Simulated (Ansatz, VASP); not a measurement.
NbN2: VASP beside Ansatz

```
CELL_PARAMETERS angstrom
1.43627 0.82923 4.33791
-1.43627 0.82923 4.33791
0.00000 -1.65847 4.33791
ATOMIC_POSITIONS crystal
Nb 0.00000 0.00000 0.00000
N 0.75000 0.75000 0.75000
N 0.25000 0.25000 0.25000
```

Alike in both runs: task single point; functional PBE; k mesh 6 × 6 × 6; occupations gaussian, width 0.1 eV; no spin polarisation.

```csv
,VASP,Ansatz
version,VASP 6.6.1,Ansatz 0.2.0
potentials or method,"VASP PAW PBE potentials, release 64 (Nb_sv, N), cutoff 520 eV","scalar-relativistic, plane waves, PAW"
valence electrons in the cell,23,23
```

|  | VASP | Ansatz | Ansatz less VASP |
| --- | --- | --- | --- |
| gap on the k mesh at the Fermi level (eV) | none | none | - |
| rms of the force components (eV/Å) | 0.627 | 0.639 | +0.0128 |

Atom by atom the forces differ by 0.013 eV/Å (rms over components). A gap of «none» marks a metal or a gap that the smearing closes.

The k mesh is coarse, so the values compare programs but aren't converged.
